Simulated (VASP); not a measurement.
Here is a VASP 6.6.1 calculation.

The input INCAR:

```
PREC     = Accurate       # precision mode
ENCUT    = 500            # plane-wave cutoff, eV
EDIFF    = 1E-7           # SCF threshold, eV
ISMEAR   = 0              # smearing method
SIGMA    = 0.1            # smearing width, eV
LREAL    = False          # projectors in reciprocal space
LASPH    = True           # aspherical terms in the spheres
NELM     = 200            # most SCF steps
ALGO     = Normal         # electronic algorithm
ISIF     = 3              # what is computed and relaxed
LWAVE    = False          # write WAVECAR
LCHARG   = False          # write CHGCAR
ISPIN    = 2              # spin polarisation
MAGMOM   = 1 0 0          # initial moments
LORBIT   = 11             # projections on sites
LMAXMIX  = 4              # l up to which the mixer works
GGA      = PE             # functional
IBRION   = 2              # ionic algorithm
NSW      = 90             # ionic steps
EDIFFG   = -0.04          # ionic threshold
GGA_COMPAT= False        
NELMIN   = 4
```

Contents of KPOINTS:

```
Automatic mesh
0
Gamma
  6 6 2
```

The input POSCAR:

```
TaSBr
1.0
    3.2180952000      0.0000000000      0.0000000000
    0.0000000000      3.2180952000      0.0000000000
    0.0000000000      0.0000000000      8.4733181000
Ta S Br
1 1 1
Direct
    0.0000000000      0.0000000000      0.5000000000
    0.5000000000      0.5000000000      0.5000000000
    0.5000000000      0.5000000000      0.0000000000
```

Potentials or basis: VASP PAW PBE potentials, release 64 (Ta_pv, S, Br).

Command:

```console
$ cat potpaw_PBE.64/Ta_pv/POTCAR potpaw_PBE.64/S/POTCAR potpaw_PBE.64/Br/POTCAR > POTCAR
$ mpirun -np 1 vasp_std > vasp.out
```

Q: Estimate the space group after relaxing (to 0.1 Å).

A: P4/mmm (No. 123).

Q: What does it give for the site moments?

A: Ta +0.91; S -0.03; Br +0.10 μB.

Q: What does it give for the net moment?

A: 1.49 μB per cell.

Final structure:
```xyz
3
Lattice="3.3981 0.0000 0.0000 0.0000 3.3981 0.0000 0.0000 0.0000 6.9970" Properties=species:S:1:pos:R:3 pbc="T T T"
Ta    0.0000    0.0000    3.4985
S     1.6990    1.6990    3.4985
Br    1.6990    1.6990    0.0000
```

Caveat: the k points lie up to 0.45 Å⁻¹ apart in the final cell; a cell axis changed by over 15 % at a fixed basis, so the end point is rough.
